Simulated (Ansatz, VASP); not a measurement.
Al3Si2F: VASP beside Ansatz

```
Al Si F
1.0
     5.47066    0.00000    0.00000
    -2.73533    4.73773    0.00000
     0.00000    0.00000    4.23057
Al Si F
3 2 1
Cartesian
  2.7353 0.0000 4.5562
  -1.3677 2.3689 4.5562
  1.3677 2.3689 4.5562
  0.0000 3.1585 2.4413
  2.7353 1.5792 2.4413
  0.0000 0.0000 0.3244
```

Alike in both runs: functional PBE; k mesh 3 × 3 × 3; occupations gaussian, width 0.15 eV; no spin polarisation.

Ansatz relaxed the structure, and its values are those at the end. VASP's run is a single point on that final structure, the one shown.

```csv
,VASP,Ansatz
version,VASP 6.6.1,Ansatz 0.2.0
potentials or method,"VASP PAW PBE potentials, release 64 (Al, Si, F), cutoff 600 eV","scalar-relativistic, plane waves, PAW"
valence electrons in the cell,24,24
```

|  | VASP | Ansatz | Ansatz less VASP |
| --- | --- | --- | --- |
| gap on the k mesh at the Fermi level (eV) | none | none | - |
| pressure (GPa) | -0.1 | 0.0 | +0.08 |

A gap of «none» marks a metal or a gap that the smearing closes.

The k mesh is coarse, so the values compare programs but aren't converged.
